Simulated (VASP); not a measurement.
# BaTiO3 in VASP: a series of runs, part 2 of 2

VASP 6.6.1. The steps go on from the part before.

## 3. Single point, r2SCAN+U

This run uses another cell than the first one, of 12.57 Å³/atom.

The input, POSCAR:

```
BaTiO3
1.0
    3.9756623640      0.0000000000      0.0000000000
    0.0000000000      3.9756623640      0.0000000000
    0.0000000000      0.0000000000      3.9756044387
Ba Ti O
1 1 3
Direct
    0.5000000000      0.5000000000      0.5721977700
    0.0000000000      0.0000000000      0.0725846088
    0.0000000000      0.5000000000      0.0718165020
    0.5000000000      0.0000000000      0.0718165020
    0.0000000000      0.0000000000      0.5715816072
```

The input, INCAR.step1:

```
PREC     = Accurate       # precision mode
ENCUT    = 520            # plane-wave cutoff, eV
ISMEAR   = 0              # smearing method
SIGMA    = 0.02           # smearing width, eV
LREAL    = F              # projectors in reciprocal space
LASPH    = T              # aspherical terms in the spheres
NELM     = 150            # most SCF steps
LMAXMIX  = 4              # l up to which the mixer works
LDAU     = T              # DFT+U
LDAUTYPE = 2            
LDAUL    = -1 2 -1        # shell
LDAUU    = 0 4 0          # U, eV
LDAUJ    = 0 0 0        
NBANDS   = 28             # bands
GGA      = PE             # functional
ALGO     = Normal         # electronic algorithm
EDIFF    = 1E-4           # SCF threshold, eV
LWAVE    = T              # write WAVECAR
LCHARG   = F              # write CHGCAR
```

The input, INCAR.step2:

```
PREC     = Accurate       # precision mode
ENCUT    = 520            # plane-wave cutoff, eV
EDIFF    = 1E-7           # SCF threshold, eV
ISMEAR   = 0              # smearing method
SIGMA    = 0.02           # smearing width, eV
LREAL    = F              # projectors in reciprocal space
LASPH    = T              # aspherical terms in the spheres
NELM     = 150            # most SCF steps
ALGO     = Normal         # electronic algorithm
ISIF     = 2              # what is computed and relaxed
LWAVE    = F              # write WAVECAR
LCHARG   = F              # write CHGCAR
LMAXMIX  = 4              # l up to which the mixer works
LDAU     = T              # DFT+U
LDAUTYPE = 2            
LDAUL    = -1 2 -1        # shell
LDAUU    = 0 4 0          # U, eV
LDAUJ    = 0 0 0        
LDAUPRINT= 1            
METAGGA  = R2SCAN         # meta-GGA
LMIXTAU  = T            
NBANDS   = 28             # bands
ISTART   = 1
```

The input, KPOINTS:

```
Automatic mesh
0
Gamma
  6 6 6
```

Potentials or basis: VASP PAW PBE potentials, release 64 (Ba_sv, Ti_sv, O).

Command:

```sh
$ cat potpaw_PBE.64/Ba_sv/POTCAR potpaw_PBE.64/Ti_sv/POTCAR potpaw_PBE.64/O/POTCAR > POTCAR
$ cp INCAR.step1 INCAR
$ mpirun -np 1 vasp_std > vasp.out
$ cp INCAR.step2 INCAR
$ mpirun -np 1 vasp_std > vasp.out
```

OUTCAR:

```text
PREC = Accurate
   ENCUT = 520
   EDIFF = 1E-7
   ISMEAR = 0
   LREAL = F
   LASPH = T
   NELM = 150
   ISIF = 2
   METAGGA = R2SCAN
   ISTART = 1

 ion  position               nearest neighbor table
   1  0.500  0.500  0.572-   3 2.81   4 2.81   4 2.81   3 2.81   5 2.81   5 2.81   5 2.81   5 2.81
                             3 2.81   4 2.81   3 2.81   4 2.81   2 3.44   2 3.44   2 3.44   2 3.44
   2  0.000  0.000  0.073-   5 1.98   4 1.99   3 1.99   3 1.99   4 1.99   5 1.99   1 3.44   1 3.44
                             1 3.44   1 3.44   1 3.44   1 3.44   1 3.44   1 3.44
   3  0.000  0.500  0.072-   2 1.99   2 1.99   1 2.81   1 2.81   1 2.81   1 2.81
   4  0.500  0.000  0.072-   2 1.99   2 1.99   1 2.81   1 2.81   1 2.81   1 2.81
   5  0.000  0.000  0.572-   2 1.98   2 1.99   1 2.81   1 2.81   1 2.81   1 2.81

  LATTYP: Found a simple tetragonal cell.
 ALAT       =     3.9756623640
 C/A-ratio  =     0.9999854300

  Lattice vectors:

 A1 = (   3.9756623640,   0.0000000000,   0.0000000000)
 A2 = (   0.0000000000,   3.9756623640,   0.0000000000)
 A3 = (   0.0000000000,   0.0000000000,   3.9756044387)

Analysis of symmetry for initial positions (statically):
=====================================================================
 Subroutine PRICEL returns:
 Original cell was already a primitive cell.

 Routine SETGRP: Setting up the symmetry group for a
 simple tetragonal supercell.

 Subroutine GETGRP returns: Found  8 space group operations
 (whereof  8 operations were pure point group operations)
 out of a pool of 16 trial point group operations.

The static configuration has the point symmetry C_4v.
[... 188 lines left out ...]
  o =  0.0960  v =  0.0000 -0.0000  0.0000  1.0000  0.0000  0.0000  0.0000  0.0000  0.0000  0.0000      0.0000  0.0000  0.0000  0.0000  0.0000  0.0000  0.0000  0.0000  0.0000  0.0000
  o =  0.0960  v =  0.0000  0.0000  0.0000  0.0000  0.0000  0.0000 -0.0000  0.0000  1.0000  0.0000      0.0000  0.0000  0.0000  0.0000  0.0000  0.0000  0.0000  0.0000  0.0000  0.0000
  o =  0.2382  v =  0.0000  0.0000  1.0000 -0.0000 -0.0000  0.0000  0.0000  0.0000  0.0000  0.0000      0.0000  0.0000  0.0000  0.0000  0.0000  0.0000  0.0000  0.0000  0.0000  0.0000
  o =  0.2382  v =  0.0000  0.0000  0.0000  0.0000  0.0000  0.0000  0.0000  1.0000 -0.0000 -0.0000      0.0000  0.0000  0.0000  0.0000  0.0000  0.0000  0.0000  0.0000  0.0000  0.0000
  o =  0.2383  v =  0.0000  0.0000  0.0000 -0.0000  1.0000  0.0000  0.0000  0.0000  0.0000  0.0000      0.0000  0.0000  0.0000  0.0000  0.0000  0.0000  0.0000  0.0000  0.0000  0.0000
  o =  0.2383  v =  0.0000  0.0000  0.0000  0.0000  0.0000  0.0000  0.0000  0.0000 -0.0000  1.0000      0.0000  0.0000  0.0000  0.0000  0.0000  0.0000  0.0000  0.0000  0.0000  0.0000

 number of electron      39.9999986 magnetization

 Free energy of the ion-electron system (eV)
  ---------------------------------------------------
  ext. energy  EPLUGINS =         0.00000000
  ---------------------------------------------------
  free energy    TOTEN  =       -71.60950562 eV

  energy without entropy =      -71.60950562  energy(sigma->0) =      -71.60950562

 E-fermi :   3.9349     XC(G=0): -12.0400

 val. band max:        3.8242889539   @ k =   0.5000   0.5000   0.5000
 cond. band min:       6.5450569459   @ k =   0.0000   0.0000   0.0000
 fundamental gap:      2.7207679920
 Fermi energy:         3.9348754969

 k-point     1 :       0.0000    0.0000    0.0000
  band No.  band energies     occupation
      1     -56.0151      2.00000
      2     -31.1341      2.00000
      3     -31.1341      2.00000
      4     -31.1327      2.00000
      5     -21.6077      2.00000
      6     -14.1363      2.00000
[... 733 lines left out ...]
     27      12.8049      0.00000
     28      14.1427      0.00000

 [... further k-points ...]

------------------------ aborting loop because EDIFF is reached ----------------------------------------

  FORCE on cell =-STRESS in cart. coord.  units (eV):
  Direction    XX          YY          ZZ          XY          YZ          ZX
  --------------------------------------------------------------------------------------
  -------------------------------------------------------------------------------------
  Total        3.1946319      3.1946319      3.2096793      0.0000000      0.0000000      0.0000000
  in kB       81.4534052     81.4534052     81.8370685      0.0000000      0.0000000      0.0000000
  external PRESSURE =      81.5812930 kB  Pullay stress =       0.0000000 kB

 VOLUME and BASIS-vectors are now :
 -----------------------------------------------------------------------------
  energy-cutoff  :      520.00
  volume of cell :       62.84
      direct lattice vectors                 reciprocal lattice vectors
     3.975662364  0.000000000  0.000000000     0.251530414  0.000000000  0.000000000
     0.000000000  3.975662364  0.000000000     0.000000000  0.251530414  0.000000000
     0.000000000  0.000000000  3.975604439     0.000000000  0.000000000  0.251534079

 POSITION                                       TOTAL-FORCE (eV/Angst)
 -----------------------------------------------------------------------------------
      1.98783      1.98783      2.27483        -0.000000      0.000000     -0.002662
      0.00000      0.00000      0.28857        -0.000000     -0.000000     -0.015119
      0.00000      1.98783      0.28551        -0.000000     -0.000000      0.000303
      1.98783      0.00000      0.28551         0.000000     -0.000000      0.000303
      0.00000      0.00000      2.27238        -0.000000     -0.000000      0.017176
 -----------------------------------------------------------------------------------
    total drift:                                0.000000      0.000000     -0.003871

  FREE ENERGIE OF THE ION-ELECTRON SYSTEM (eV)
  ---------------------------------------------------
  free  energy   TOTEN  =       -71.6095056190 eV

  energy  without entropy=      -71.6095056190  energy(sigma->0) =      -71.60950562
```

OUTCAR.step1:

```text
PREC = Accurate
   ENCUT = 520
   ISMEAR = 0
   LREAL = F
[... 984 lines left out ...]
      0.00000      0.00000      0.28857         0.000000     -0.000000     -0.014324
      0.00000      1.98783      0.28551         0.000000      0.000000     -0.000563
      1.98783      0.00000      0.28551         0.000000      0.000000     -0.000563
      0.00000      0.00000      2.27238         0.000000      0.000000      0.016277
 -----------------------------------------------------------------------------------
    total drift:                                0.000000      0.000000      0.000647

  FREE ENERGIE OF THE ION-ELECTRON SYSTEM (eV)
  ---------------------------------------------------
  free  energy   TOTEN  =       -37.2175647603 eV

  energy  without entropy=      -37.2175647603  energy(sigma->0) =      -37.21756476
```

Run time: 7.7 min. Hardware: 1 thread of Intel Xeon 8259CL, shared host; peak memory 0.22 GiB.

Results:

| Quantity | Value |
| --- | --- |
| Free energy | -71.6095 eV |
| Pressure | 8.2 GPa |
| Largest force | 0.017 eV/Å |
| Band gap on the k mesh | 2.72 eV (least direct gap 2.90 eV) |

Forces on the atoms (eV/Å):
```
Ba   0.000  0.000 -0.003
Ti   0.000  0.000 -0.015
O    0.000  0.000  0.000
O    0.000  0.000  0.000
O    0.000  0.000  0.017
```

Levels at points of the mesh, in eV from the valence-band top:
| k point | band 18 | band 19 | band 20 | band 21 | band 22 | band 23 |
| --- | --- | --- | --- | --- | --- | --- |
| (0.00, 0.00, 0.00) | -0.18 | -0.18 | -0.18 | 2.72 | 2.72 | 2.72 |
| (0.50, 0.00, 0.00) | -1.76 | -0.82 | -0.82 | 2.91 | 4.39 | 4.47 |
| (0.50, 0.50, 0.00) | -0.89 | -0.89 | -0.09 | 4.48 | 4.48 | 4.95 |
| (0.00, 0.00, 0.50) | -1.76 | -0.82 | -0.82 | 2.91 | 4.39 | 4.47 |
| (0.50, 0.00, 0.50) | -0.89 | -0.89 | -0.09 | 4.48 | 4.48 | 4.95 |
| (0.50, 0.50, 0.50) | 0.00 | 0.00 | 0.00 | 5.19 | 5.19 | 5.19 |

Eigenvalues of the final occupation matrices:
| site | spin | trace | eigenvalues |
| --- | --- | --- | --- |
| site 2 d | 1 | 0.76 | 0.10 0.10 0.10 0.24 0.24 |
| site 2 d | 2 | 0.76 | 0.10 0.10 0.10 0.24 0.24 |

Caveat: the cell stands under pressure; the PAW data sets were made with another functional, which shifts forces and pressure a little; spin-orbit coupling is left out, which moves the levels of the heavy elements. A k mesh can miss the band edges.

## 4. Single point, r2SCAN+U

This run uses another cell than the first one, of 12.57 Å³/atom.

POSCAR is that of step 3.

The input, INCAR.step1:

```
SYSTEM = BaTiO3
PREC = Accurate
ENCUT = 520
ISMEAR = 0
SIGMA = 0.02
LREAL = .False.
LASPH = .True.
NELM = 150
LMAXMIX = 4
LDAU = .True.
LDAUTYPE = 2
LDAUL = -1 2 -1
LDAUU = 0 4 0
LDAUJ = 0 0 0
NBANDS = 28
GGA = PE
ALGO = Normal
EDIFF = 1E-4
LWAVE = .True.
LCHARG = .False.
```

The input, INCAR.step2:

```
SYSTEM = BaTiO3
PREC = Accurate
ENCUT = 520
EDIFF = 1E-7
ISMEAR = 0
SIGMA = 0.02
LREAL = .False.
LASPH = .True.
NELM = 150
ALGO = Normal
ISIF = 2
LWAVE = .False.
LCHARG = .False.
LMAXMIX = 4
LDAU = .True.
LDAUTYPE = 2
LDAUL = -1 2 -1
LDAUU = 0 4 0
LDAUJ = 0 0 0
LDAUPRINT = 1
METAGGA = R2SCAN
LMIXTAU = .True.
NBANDS = 28
ISTART = 1
```

The input, KPOINTS:

```
regular mesh
0
Gamma
  6 6 6
  0 0 0
```

Command:

```sh
$ cat potpaw_PBE.64/Ba_sv/POTCAR potpaw_PBE.64/Ti_sv/POTCAR potpaw_PBE.64/O/POTCAR > POTCAR
$ cp INCAR.step1 INCAR
$ mpirun -np 1 vasp_std > vasp.out
$ cp INCAR.step2 INCAR
$ mpirun -np 1 vasp_std > vasp.out
```

Run time: 7.4 min. Hardware: 1 thread of Intel Xeon 8259CL, shared host; peak memory 0.22 GiB.

Results (log left out):

| Quantity | Value |
| --- | --- |
| Free energy | -71.6095 eV |
| Pressure | 8.2 GPa |
| Largest force | 0.017 eV/Å |
| Band gap on the k mesh | 2.72 eV (least direct gap 2.90 eV) |

Forces on the atoms (eV/Å):
```
Ba   0.000  0.000 -0.003
Ti   0.000  0.000 -0.015
O    0.000  0.000  0.000
O    0.000  0.000  0.000
O    0.000  0.000  0.017
```

Levels at points of the mesh, in eV from the valence-band top:
```csv
k point,band 16,band 17,band 18,band 19,band 20,band 21,band 22,band 23,band 24,band 25
"(0.00, 0.00, 0.00)",-1.17,-1.17,-0.18,-0.18,-0.18,2.72,2.72,2.72,4.38,4.38
"(0.50, 0.00, 0.00)",-2.00,-1.76,-1.76,-0.82,-0.82,2.91,4.39,4.47,4.47,6.49
"(0.50, 0.50, 0.00)",-2.68,-1.93,-0.89,-0.89,-0.09,4.48,4.48,4.95,5.28,8.32
"(0.00, 0.00, 0.50)",-2.00,-1.76,-1.76,-0.82,-0.82,2.91,4.39,4.47,4.47,6.49
"(0.50, 0.00, 0.50)",-2.68,-1.93,-0.89,-0.89,-0.09,4.48,4.48,4.95,5.28,8.32
"(0.50, 0.50, 0.50)",-2.31,-2.31,0.00,0.00,0.00,5.19,5.19,5.19,7.44,7.44
```

Eigenvalues of the final occupation matrices:
| site | spin | trace | eigenvalues |
| --- | --- | --- | --- |
| site 2 d | 1 | 0.76 | 0.10 0.10 0.10 0.24 0.24 |
| site 2 d | 2 | 0.76 | 0.10 0.10 0.10 0.24 0.24 |

Caveat: the cell stands under pressure; the PAW data sets were made with another functional, which shifts forces and pressure a little; spin-orbit coupling is left out, which moves the levels of the heavy elements. A k mesh can miss the band edges.
